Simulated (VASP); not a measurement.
AlRu (zincblende type): single point with PBE

AlRu (zincblende type):

```
CELL_PARAMETERS angstrom
0.00000 2.54768 2.54768
2.54768 0.00000 2.54768
2.54768 2.54768 0.00000
ATOMIC_POSITIONS crystal
Ru 0.00000 0.00000 0.00000
Al 0.25000 0.25000 0.25000
```

- Program: VASP 6.6.1
- Task: single point
- Functional: PBE
- Potentials or basis: VASP PAW PBE potentials, release 64 (Ru_pv, Al)
- Cutoff: 520 eV
- k mesh: 12 × 12 × 12
- Occupations: fermi-dirac, width 0.1 eV
- Spin: no spin polarisation

```yaml
Pressure: 30.4 GPa
Band_gap_on_the_k_mesh: zero (an odd number of electrons rules out a gap without spin polarisation)
```

Levels at points of the mesh, in eV from the Fermi level:
| k point | band 6 | band 7 | band 8 | band 9 | band 10 | band 11 | band 12 | band 13 |
| --- | --- | --- | --- | --- | --- | --- | --- | --- |
| (0.00, 0.00, 0.00) | -2.32 | -2.32 | -0.78 | -0.78 | 9.47 | 9.47 | 9.47 | 10.97 |
| (0.50, 0.00, 0.00) | -2.11 | -2.11 | -0.27 | -0.27 | 1.03 | 7.48 | 7.48 | 9.10 |
| (0.50, 0.50, 0.00) | -0.88 | -0.47 | -0.47 | 0.09 | 2.10 | 3.57 | 3.57 | 9.10 |

Wall time 48 s on 1 thread of Intel Xeon 8259CL, with other jobs on the host, peak memory 0.18 GiB.

Caveat: the cell stands under pressure.
